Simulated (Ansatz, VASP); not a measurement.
**One calculation of Bi, two programs**

```
CELL_PARAMETERS angstrom
-1.58766 1.58766 2.48596
1.58766 -1.58766 2.48596
1.58766 1.58766 -2.48596
ATOMIC_POSITIONS crystal
Bi 0.00000 0.00000 0.00000
```

Alike in both runs: task single point; functional PBEsol; dispersion D3(BJ); k mesh 18 × 18 × 18; occupations gaussian, width 0.15 eV; no spin polarisation.

```csv
,VASP,Ansatz
version,VASP 6.6.1,Ansatz 0.2.0
potentials or method,"VASP PAW PBE potentials, release 64 (Bi_d), cutoff 520 eV","scalar-relativistic, plane waves, PAW"
valence electrons in the cell,15,15
```

```csv
,VASP,Ansatz,Ansatz less VASP
gap on the k mesh at the Fermi level (eV),none,none,-
pressure (GPa),12.8,12.8,+0.07
"traceless stress, the component that is largest in VASP (GPa)",-1.09,-1.09,+0.003
```

VASP's potentials were made for PBE, not for PBEsol. A gap of «none» marks a metal or a gap that the smearing closes.

Neither program's run includes spin-orbit coupling.
